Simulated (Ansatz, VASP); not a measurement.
**One calculation of Si, two programs**

POSCAR

```
Si
1.0
   -3.4252076187      3.4252076187      1.9223856600
    3.4252076187     -3.4252076187      1.9223856600
    3.4252076187      3.4252076187     -1.9223856600
Si
4
Direct
    0.1788010600      0.1788010600      0.3576021200
    0.8211989400      0.8211989400      0.6423978800
    0.1788010600      0.8211989400      0.0000000000
    0.8211989400      0.1788010600      0.0000000000
```

The input INCAR.step1:

```
PREC = Accurate ; ENCUT = 520
ISMEAR = 0 ; SIGMA = 0.03
LREAL = F ; LASPH = T
NELM = 100 ; NBANDS = 16
GGA = PE ; ALGO = Normal
EDIFF = 1E-4 ; LWAVE = T
LCHARG = F
```

INCAR.step2

```
PREC = Accurate ; ENCUT = 520
EDIFF = 1E-7 ; ISMEAR = 0
SIGMA = 0.03 ; LREAL = F
LASPH = T ; NELM = 100
ALGO = Normal ; ISIF = 2
LWAVE = F ; LCHARG = F
METAGGA = R2SCAN ; LMIXTAU = T
NBANDS = 16 ; ISTART = 1
```

KPOINTS

```
regular mesh
0
Gamma
  10 10 10
```

Input for Ansatz:

```yaml
crystal:
  lattice:
    - [-3.4252076187, 3.4252076187, 1.92238566]
    - [3.4252076187, -3.4252076187, 1.92238566]
    - [3.4252076187, 3.4252076187, -1.92238566]
  atoms:
    - { symbol: Si, position: [0.17880106, 0.17880106, 0.35760212] }
    - { symbol: Si, position: [0.82119894, 0.82119894, 0.64239788] }
    - { symbol: Si, position: [0.17880106, 0.82119894, 0.0] }
    - { symbol: Si, position: [0.82119894, 0.17880106, 0.0] }
basis:
  ecutwfc: 500
kpoints:
  mp_grid: { grid: [10, 10, 10] }
hamiltonian:
  xc: r2scan
scf:
  occupations: { method: gaussian, width: 0.03 }
output:
  forces: true
  stress: true
  eigenvalues: true
```

Change from the starting cell: strain +0.030 along x and y, +0.000 along z, atoms carried along.

Alike in both runs: task single point; functional r2SCAN; k mesh 10 × 10 × 10; occupations gaussian, width 0.03 eV; no spin polarisation.

```csv
,VASP,Ansatz
version,VASP 6.6.1,Ansatz 0.2.0
potentials or method,"VASP PAW PBE potentials, release 64 (Si), cutoff 520 eV","scalar-relativistic, plane waves, PAW"
valence electrons in the cell,16,16
```

```tsv
	VASP	Ansatz	Ansatz less VASP
gap on the k mesh at the Fermi level (eV)	0.62	0.61	-0.011
least direct gap on the mesh (eV)	1.01	0.99	-0.013
pressure (GPa)	-4.6	-4.4	+0.19
traceless stress, the component that is largest in VASP (GPa)	3.00	3.02	+0.018
rms of the force components (eV/Å)	0.183	0.185	+0.0016
```

VASP's potentials were made for PBE, not for r2SCAN. Atom by atom the forces differ by 0.002 eV/Å (rms over components).
